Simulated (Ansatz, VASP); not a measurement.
**PtSe2 in VASP and in Ansatz**

File INCAR:

```
SYSTEM = PtSe2
PREC = Accurate
ENCUT = 520
EDIFF = 1E-6
ISMEAR = 0
SIGMA = 0.15
LREAL = .FALSE.
LASPH = .TRUE.
NELM = 100
ALGO = Normal
ISIF = 2
LWAVE = .FALSE.
LCHARG = .TRUE.
LELF = .TRUE.
LVHAR = .TRUE.
NBANDS = 18
```

KPOINTS

```
regular mesh
0
G
  15 15 10
  0 0 0
```

Contents of POSCAR:

```
PtSe2
1.0
    3.4260805562      0.0000000000      0.0000000000
   -1.7130402781      2.9670727971      0.0000000000
    0.0000000000      0.0000000000      5.4669600000
Pt Se
1 2
Direct
    0.0000000000      0.0000000000      0.0000000000
    0.3333333333      0.6666666667      0.2500000000
    0.6666666667      0.3333333333      0.7500000000
```

Input for Ansatz:

```yaml
crystal:
  lattice:
    - [3.4260805562, 0.0, 0.0]
    - [-1.7130402781, 2.9670727971, 0.0]
    - [0.0, 0.0, 5.46696]
  atoms:
    - { symbol: Pt, position: [0.0, 0.0, 0.0] }
    - { symbol: Se, position: [0.3333333333, 0.6666666667, 0.25] }
    - { symbol: Se, position: [0.6666666667, 0.3333333333, 0.75] }
basis:
  ecutwfc: 420
kpoints:
  mp_grid: { grid: [15, 15, 10] }
hamiltonian:
  xc: lda
scf:
  occupations: { method: gaussian, width: 0.15 }
output:
  forces: true
  stress: true
  eigenvalues: true
```

Change from the starting cell: strain -0.080 along x and y, +0.080 along z, atoms carried along.

Alike in both runs: task single point; functional LDA; k mesh 15 × 15 × 10; occupations gaussian, width 0.15 eV; no spin polarisation.

|  | VASP | Ansatz |
| --- | --- | --- |
| version | VASP 6.6.1 | Ansatz 0.2.0 |
| potentials or method | VASP PAW LDA potentials, release 64 (Pt, Se), cutoff 520 eV | scalar-relativistic, plane waves, PAW |
| valence electrons in the cell | 22 | 50 |

|  | VASP | Ansatz | Ansatz less VASP |
| --- | --- | --- | --- |
| gap on the k mesh at the Fermi level (eV) | 0.14 | 0.14 | +0.006 |
| least direct gap on the mesh (eV) | 0.45 | 0.46 | +0.010 |
| pressure (GPa) | 21.1 | 20.4 | -0.71 |
| traceless stress, the component that is largest in VASP (GPa) | -9.48 | -9.43 | +0.055 |
| rms of the force components (eV/Å) | 0.596 | 0.557 | -0.0394 |

LDA's correlation is that of Perdew and Zunger in VASP and of Perdew and Wang (1992) in Ansatz. Atom by atom the forces differ by 0.039 eV/Å (rms over components). VASP's potentials hold 22 valence electrons a cell and Ansatz's 50, so a difference there can come from the potentials and not from the codes.

Spin-orbit coupling is off throughout.
